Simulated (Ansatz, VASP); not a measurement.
**One calculation of Nb, two programs**

```xyz
1
Lattice="-1.6528 1.6528 1.6528 1.6528 -1.6528 1.6528 1.6528 1.6528 -1.6528" Properties=species:S:1:pos:R:3 pbc="T T T"
Nb    0.0000    0.0000    0.0000
```

Change from the starting cell: volume scaled by 0.98.

Alike in both runs: task single point; functional LDA; k mesh 11 × 11 × 11; occupations fermi-dirac, width 0.05 eV; no spin polarisation.

|  | VASP | Ansatz |
| --- | --- | --- |
| version | VASP 6.6.1 | Ansatz 0.2.0 |
| potentials or method | VASP PAW LDA potentials, release 64 (Nb_sv), cutoff 500 eV | all-electron LAPW, scalar-relativistic |

|  | VASP | Ansatz | Ansatz less VASP |
| --- | --- | --- | --- |
| gap on the k mesh at the Fermi level (eV) | none | none | - |
| pressure (GPa) | -8.7 | -8.5 | +0.18 |

LDA's correlation is that of Perdew and Zunger in VASP and of Perdew and Wang (1992) in Ansatz. A gap of «none» marks a metal or a gap that the smearing closes. Ansatz ran all-electron here, and VASP with PAW potentials.
